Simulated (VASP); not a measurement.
**Hf: single point with r2SCAN**

The system is Hf.

```
Hf
1.0
     3.19858    0.00000    0.00000
    -1.59929    2.77005    0.00000
     0.00000    0.00000    5.04828
Hf
2
Direct
  0.33333 0.66667 0.25000
  0.66667 0.33333 0.75000
```

| Quantity | Value |
| --- | --- |
| Program | VASP 6.6.1 |
| Task | single point |
| Functional | r2SCAN |
| Potentials or basis | VASP PAW PBE potentials, release 64 (Hf_pv) |
| Cutoff | 520 eV |
| k mesh | 18 × 18 × 10 |
| Occupations | fermi-dirac, width 0.1 eV |
| Spin | no spin polarisation |

The pressure is -0.6 GPa and the band gap on the k mesh is zero (bands 10 and 11 overlap by 1.88 eV).

Stress tensor (GPa, compression positive):
```
-0.54  0.00  0.00
 0.00 -0.54  0.00
 0.00  0.00 -0.68
```

Levels at points of the mesh, in eV from the Fermi level:
```
           k point  band 8  band 9  band 10  band 11  band 12  band 13
(0.00, 0.00, 0.00)   -3.83    0.44     1.34     1.34     1.67     2.22
(0.50, 0.00, 0.00)   -2.84   -2.31    -1.01     0.95     0.98     1.84
(0.00, 0.00, 0.50)   -5.67    0.18     0.18     1.24     1.24     1.24
(0.50, 0.00, 0.50)   -3.51   -1.00    -1.00     1.09     1.09     2.89
```

Wall time 5.4 min on 1 thread of AMD EPYC 9R45 96-Core Processor (Zen 5), with other jobs on the host, peak memory 0.24 GiB.

Caveat: the PAW data sets were made with another functional, which shifts forces and pressure a little; spin-orbit coupling is left out, which moves the levels of the heavy elements.
